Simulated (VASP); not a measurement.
# Nd2H3 (P1) in VASP: relaxation of cell and atoms with PBE

Aim: the relaxation of cell and atoms of Nd2H3 with PBE.

Everything below comes from runs of VASP 6.6.1. Logs are shortened: lines on timing, memory, paths and dates and some standing lists are left out, and cuts for length are marked.

### Step 1. The cell of the first run

The typed cell holds 10 atoms: a = 3.739 Å, b = 3.701 Å, c = 11.765 Å, α = 86.80°, β = 90.96°, γ = 103.51°.

### Step 2. Relaxation of cell and atoms, PBE

Contents of INCAR:

```
SYSTEM = Nd2H3
ALGO = Normal ; EDIFF = 1E-7
EDIFFG = -0.025 ; ENCUT = 500
GGA = PE ; GGA_COMPAT = .False.
IBRION = 2 ; ISIF = 3
ISMEAR = 0 ; LASPH = .True.
LCHARG = .False. ; LMAXMIX = 6
LREAL = .False. ; LWAVE = .False.
NELM = 200 ; NELMIN = 4
NSW = 80 ; PREC = Accurate
SIGMA = 0.2
```

Contents of KPOINTS:

```
k-points
0
Gamma
  6 6 2
  0 0 0
```

Contents of POSCAR:

```
Nd2H3
1.0
    2.3185934798     -2.9336564148     -0.0310381133
    2.2867417234      2.9082693414      0.1038404051
    0.1839399378      0.2716145456     11.7602484961
Nd H
4 6
Direct
    0.4560044625      0.5364272341      0.0481905027
    0.5218804103      0.4326975040      0.5290190240
    0.9794131423      0.0407536370      0.2997944468
    0.0319342311      0.9968868931      0.7876329625
    0.0726378851      0.9424348121      0.9891695209
    0.9072100495      0.0665375977      0.4862176828
    0.5125642619      0.0519398338      0.1593155944
    0.5251977614      0.9520532037      0.6672432910
    0.9693955209      0.4845679848      0.1623845119
    0.0237622748      0.4957012997      0.6520325830
```

Potentials or basis: VASP PAW PBE potentials, release 64 (Nd_3, H), 4f in core.

Run with:

```bash
$ cat potpaw_PBE.64/Nd_3/POTCAR potpaw_PBE.64/H/POTCAR > POTCAR
$ mpirun -np 1 vasp_std > vasp.out
```

OUTCAR:

```text
SYSTEM = Nd2H3
   EDIFF = 1E-7
   EDIFFG = -0.025
   ENCUT = 500
   GGA = PE
   IBRION = 2
   ISIF = 3
   ISMEAR = 0
   LASPH = .True.
   LREAL = .False.
   NELM = 200
   NELMIN = 4
   NSW = 80
   PREC = Accurate

 ion  position               nearest neighbor table
   1  0.456  0.536  0.048-   7 2.21   9 2.25   7 2.34   3 3.65
   2  0.522  0.433  0.529-   6 2.28  10 2.33   8 2.34   3 3.52   3 3.60   4 3.67   3 3.75
   3  0.979  0.041  0.300-   6 2.22   9 2.25   2 3.52   2 3.60   1 3.65   2 3.75
   4  0.032  0.997  0.788-   8 2.33   2 3.67
   5  0.073  0.942  0.989-
   6  0.907  0.067  0.486-   3 2.22   2 2.28
   7  0.513  0.052  0.159-   1 2.21   1 2.34
   8  0.525  0.952  0.667-   4 2.33   2 2.34
   9  0.969  0.485  0.162-   1 2.25   3 2.25
  10  0.024  0.496  0.652-   2 2.33

  LATTYP: Found a triclinic cell.
 ALAT       =     3.7010810720
 B/A-ratio  =     1.0103558513
 C/A-ratio  =     3.1787530363
 COS(alpha) =     0.0167151517
 COS(beta)  =     0.0558474332
 COS(gamma) =     0.2336051525

  Lattice vectors:

 A1 = (   2.2867417234,   2.9082693414,   0.1038404051)
 A2 = (  -2.3185934798,   2.9336564148,   0.0310381133)
 A3 = (   0.1839399378,   0.2716145456,  11.7602484961)

Analysis of symmetry for initial positions (statically):
=====================================================================
 Subroutine PRICEL returns:
 Original cell was already a primitive cell.

 Routine SETGRP: Setting up the symmetry group for a
 triclinic supercell.

 Subroutine GETGRP returns: Found  1 space group operations
 (whereof  1 operations were pure point group operations)
 out of a pool of  2 trial point group operations.

The static configuration has the point symmetry C_1 .

Analysis of symmetry for dynamics (positions and initial velocities):
=====================================================================
 Subroutine PRICEL returns:
 Original cell was already a primitive cell.

 Routine SETGRP: Setting up the symmetry group for a
 triclinic supercell.

 Subroutine GETGRP returns: Found  1 space group operations
 (whereof  1 operations were pure point group operations)
 out of a pool of  2 trial point group operations.

The dynamic configuration has the point symmetry C_1 .

 Subroutine INISYM returns: Found  1 space group operations
 (whereof  1 operations are pure point group operations),
 and found     1 'primitive' translations

----------------------------------------------------------------------------------------

                                     Primitive cell

  volume of cell :     158.0702

  direct lattice vectors                    reciprocal lattice vectors
     2.318593480 -2.933656415 -0.031038113     0.216193655 -0.170010270  0.000545109
     2.286741723  2.908269341  0.103840405     0.218207523  0.172536959 -0.007397856
     0.183939938  0.271614546 11.760248496    -0.001356138 -0.001972161  0.085098977

  length of vectors
     3.739408917  3.701081072 11.764822695     0.275033608  0.278277297  0.085132628

  position of ions in fractional coordinates (direct lattice)
     0.456004462  0.536427234  0.048190503
     0.521880410  0.432697504  0.529019024
     0.979413142  0.040753637  0.299794447
     0.031934231  0.996886893  0.787632962
     0.072637885  0.942434812  0.989169521
     0.907210050  0.066537598  0.486217683
     0.512564262  0.051939834  0.159315594
     0.525197761  0.952053204  0.667243291
     0.969395521  0.484567985  0.162384512
     0.023762275  0.495701300  0.652032583

  ion indices of the primitive-cell ions
   primitive index   ion index
                 1           1
                 2           2
                 3           3
                 4           4
                 5           5
                 6           6
                 7           7
                 8           8
                 9           9
                10          10

----------------------------------------------------------------------------------------

 KPOINTS: k-points

Automatic generation of k-mesh.
 Grid dimensions read from file:
 generate k-points for:    6    6    2

 Generating k-lattice:

  Cartesian coordinates                     Fractional coordinates (reciprocal lattice)
     0.036032276 -0.028335045  0.000090851     0.166666667 -0.000000000  0.000000000
     0.036367921  0.028756160 -0.001232976    -0.000000000  0.166666667 -0.000000000
    -0.000678069 -0.000986081  0.042549488     0.000000000  0.000000000  0.500000000

  Length of vectors
     0.045838935  0.046379549  0.042566314

  Shift w.r.t. Gamma in fractional coordinates (k-lattice)
     0.000000000  0.000000000  0.000000000

 Subroutine IBZKPT returns following result:
 ===========================================

 Found     40 irreducible k-points:

 Following reciprocal coordinates:
            Coordinates               Weight
  0.000000  0.000000  0.000000      1.000000
  0.166667  0.000000  0.000000      2.000000
  0.333333 -0.000000 -0.000000      2.000000
  0.500000  0.000000  0.000000      1.000000
  0.000000  0.166667 -0.000000      2.000000
  0.166667  0.166667 -0.000000      2.000000
[... 16 lines left out ...]
  0.333333 -0.000000  0.500000      2.000000
  0.500000  0.000000  0.500000      1.000000
 [... further k-points ...]
   k-points           NKPTS =     40   k-points in BZ     NKDIM =     40   number of bands    NBANDS=     31
   number of dos      NEDOS =    301   number of ions     NIONS =     10
   total plane-waves  NPLWV =  70560
   dimension x,y,z NGX =    28 NGY =   28 NGZ =   90
   dimension x,y,z NGXF=    56 NGYF=   56 NGZF=  180
   ions per type =               4   6
   NGX,Y,Z   is equivalent  to a cutoff of  12.45, 12.58, 12.72 a.u.
   NGXF,Y,Z  is equivalent  to a cutoff of  24.90, 25.15, 25.44 a.u.
 SYSTEM =  Nd2H3
   PREC   = accura    normal or accurate (medium, high low for compatibility)
   ISTART =      0    job   : 0-new  1-cont  2-samecut
   ICHARG =      2    charge: 1-file 2-atom 10-const
   ISPIN  =      1    spin polarized calculation?
   LNONCOLLINEAR =      F non collinear calculations
   LSORBIT =      F    spin-orbit coupling
   LASPH  =      T    aspherical Exc in radial PAW
   ENCUT  =  500.0 eV  36.75 Ry    6.06 a.u.   6.82  6.75 21.45*2*pi/ulx,y,z
   NELM   =    200;   NELMIN=  4; NELMDL= -5     # of ELM steps
   EDIFF  = 0.1E-06   stopping-criterion for ELM
   LREAL  =      F    real-space projection
   EDIFFG = -.3E-01   stopping-criterion for IOM
   NSW    =     80    number of steps for IOM
   IBRION =      2    ionic relax: 0-MD 1-quasi-New 2-CG
   NFREE  =      1    steps in history (QN), initial steepest desc. (CG)
   ISIF   =      3    stress and relaxation
   ISYM   =      2    0-nonsym 1-usesym 2-fastsym
   POTIM  = 0.5000    time-step for ionic-motion
   TEBEG  =    0.0;   TEEND  =   0.0 temperature during run
   PSTRESS=    0.0 pullay stress
   NELECT =      50.0000    total number of electrons
   NUPDOWN=      -1.0000    fix difference up-down
   EMIN   =  10.00;   EMAX   =-10.00  energy-range for DOS
   EFERMI =   0.00;   METHOD = LEGACY
   ISMEAR =     0;   SIGMA  =   0.20  broadening in eV -4-tet -1-fermi 0-gaus
   EFERMI_NEDOS =   21; number of points for ismear=-14 and -15
   IALGO  =     38    algorithm
   IMIX   =      4    mixing-type and parameters
     AMIX     =   0.40;   BMIX     =  1.00
     AMIX_MAG =   1.60;   BMIX_MAG =  1.00
  volume/ion in A,a.u.               =      15.81       106.67
  Fermi-wavevector in a.u.,A,eV,Ry     =   1.115445  2.107886 16.928611  1.244218
  Thomas-Fermi vector in A             =   2.252050
   LORBIT       =      0    0 simple, 1 ext, 2 COOP (PROOUT), +10 PAW based schemes
   GGA     = PE    functional components
   LHFCALC =     F    Hartree Fock is set to
   AEXX    =    0.0000 exact exchange contribution
   IVDW    =     0    specifies the selected vdW correction
   LEPSILON=     F    determine dielectric tensor
   LRPA    =     F    only Hartree local field effects (RPA)
 conjugate gradient relaxation of ions
 non-spin polarized calculation
 Gauss-broadening in eV      SIGMA  =   0.20
  energy-cutoff  :      500.00
  volume of cell :      158.07
 maximum number of plane-waves:      4037
   NGX = 13   NGY = 13   NGZ = 43

--------------------------------------- Ionic step        1  -------------------------------------------

 number of electron      50.0000000 magnetization

 Free energy of the ion-electron system (eV)
  ---------------------------------------------------
  ext. energy  EPLUGINS =         0.00000000
  ---------------------------------------------------
  free energy    TOTEN  =       -42.98231336 eV

  energy without entropy =      -42.85785248  energy(sigma->0) =      -42.92008292

------------------------ aborting loop because EDIFF is reached ----------------------------------------

  FORCE on cell =-STRESS in cart. coord.  units (eV):
  Direction    XX          YY          ZZ          XY          YZ          ZX
  --------------------------------------------------------------------------------------
  -------------------------------------------------------------------------------------
  Total        1.6330723      1.1737838      1.9157758      0.2736418     -1.2218813     -1.6742442
  in kB       16.5525954     11.8973111     19.4180392      2.7735956    -12.3848205    -16.9699082
  external PRESSURE =      15.9559819 kB  Pullay stress =       0.0000000 kB
[... 113 lines left out ...]
  FREE ENERGIE OF THE ION-ELECTRON SYSTEM (eV)
  ---------------------------------------------------
  free  energy   TOTEN  =       -43.2078065295 eV

  energy  without entropy=      -43.0745363209  energy(sigma->0) =      -43.14117143

 E-fermi :   3.1076     XC(G=0):  -9.6232

 val. band max:        3.1037080662   @ k =  -0.3333   0.1667  -0.0000
 cond. band min:       3.1158754187   @ k =   0.1667   0.0000   0.0000
 fundamental gap:      0.0121673524
 Fermi energy:         3.1075932599

 k-point     1 :       0.0000    0.0000    0.0000
  band No.  band energies     occupation
      1     -35.0238      2.00000
      2     -34.9940      2.00000
      3     -34.9631      2.00000
      4     -34.9360      2.00000
      5     -16.5419      2.00000
      6     -16.2365      2.00000
[... 805 lines left out ...]
     30       5.1189      0.00000
     31       5.5636      0.00000

 [... further k-points ...]

[... ionic steps 4 to 13 ...]

--------------------------------------- Ionic step       14  -------------------------------------------

 number of electron      50.0000001 magnetization

------------------------ aborting loop because EDIFF is reached ----------------------------------------
[... 83 lines left out ...]
--------------------------------------- Ionic step       16  -------------------------------------------

 number of electron      50.0000001 magnetization

 Free energy of the ion-electron system (eV)
  ---------------------------------------------------
  ext. energy  EPLUGINS =         0.00000000
  ---------------------------------------------------
  free energy    TOTEN  =       -43.31797674 eV

  energy without entropy =      -43.17899589  energy(sigma->0) =      -43.24848632

 E-fermi :   3.1331     XC(G=0):  -9.6422

 val. band max:        3.1236685695   @ k =  -0.3333   0.1667  -0.0000
 cond. band min:       3.1444450224   @ k =   0.1667   0.1667  -0.0000
 fundamental gap:      0.0207764530
 Fermi energy:         3.1330796505

 k-point     1 :       0.0000    0.0000    0.0000
  band No.  band energies     occupation
      1     -34.9820      2.00000
      2     -34.9546      2.00000
      3     -34.9231      2.00000
      4     -34.8952      2.00000
      5     -16.5135      2.00000
      6     -16.2083      2.00000
[... 844 lines left out ...]
  FREE ENERGIE OF THE ION-ELECTRON SYSTEM (eV)
  ---------------------------------------------------
  free  energy   TOTEN  =       -43.3179767445 eV

  energy  without entropy=      -43.1789958901  energy(sigma->0) =      -43.24848632

 reached required accuracy - stopping structural energy minimisation
```

It took 32 min on 1 thread of AMD EPYC 7R13 (Zen 3), shared host; peak memory 0.33 GiB.

What came out:

| Quantity | Value |
| --- | --- |
| Free energy | -43.3180 eV |
| Relaxed volume | 16.18 Å³/atom |
| Relaxed cell | a = 3.739 Å, b = 3.741 Å, c = 11.847 Å, α = 90.01°, β = 90.00°, γ = 102.48° |
| Space group after relaxing (to 0.1 Å) | Cmc2_1 (No. 36) |
| Energy gained by relaxing | 33.6 meV/atom |
| Ionic steps | 16 |
| Pressure after relaxing | 0.1 GPa |
| Largest force after relaxing | 0.019 eV/Å |
| Band gap on the k mesh | zero (bands 25 and 26 overlap by 0.74 eV) |

Forces on the atoms (eV/Å):
```
Nd  -0.007 -0.003  0.005
Nd   0.001  0.005 -0.018
Nd   0.006 -0.009  0.010
Nd  -0.009  0.004 -0.007
H   -0.009 -0.007  0.006
H    0.009  0.012  0.007
H   -0.006 -0.002 -0.003
H    0.003 -0.005  0.004
H    0.003  0.004 -0.001
H    0.008  0.001 -0.003
```

Step by step:
```csv
step,energy change (eV),largest force (eV/Å),pressure (GPa),volume (Å³)
1,0.0000,0.9517,1.60,158.07
2,-0.1632,0.6378,0.05,161.68
3,-0.2255,0.3522,-1.43,165.95
4,-0.2811,0.2490,-0.35,162.92
5,-0.2943,0.3079,0.56,160.62
6,-0.3165,0.1451,0.26,161.29
7,-0.3211,0.1092,0.07,161.76
8,-0.3260,0.0920,-0.07,162.12
9,-0.3287,0.0860,-0.26,162.63
10,-0.3317,0.0506,0.13,161.62
11,-0.3317,0.0471,0.20,161.44
12,-0.3337,0.0353,0.05,161.87
13,-0.3340,0.0380,-0.01,162.07
14,-0.3348,0.0336,-0.04,162.14
15,-0.3352,0.0335,-0.07,162.23
16,-0.3357,0.0190,0.09,161.82
```

Final structure:
```
Nd H
1.0
     2.34137   -2.91569   -0.00008
     2.34165    2.91749    0.00024
    -0.00323   -0.00228   11.84738
Nd H
4 6
Direct
  0.46427 0.53885 0.04152
  0.53623 0.46141 0.54197
  0.97685 0.02254 0.28817
  0.02275 0.97768 0.78852
  0.07990 0.92541 0.98357
  0.92085 0.07474 0.48348
  0.48463 0.02974 0.16340
  0.51458 0.97086 0.66339
  0.97331 0.51547 0.16329
  0.02664 0.48331 0.66368
```

Caveat: spin-orbit coupling is left out, which moves the levels of the heavy elements; the 4f electrons are frozen in the core, so they carry no moment and show no levels. Spin polarisation is off, so any magnetic state and its effect on volume and gap are missing.

The gap in the log of VASP goes by the Fermi energy; the results here count the filled bands.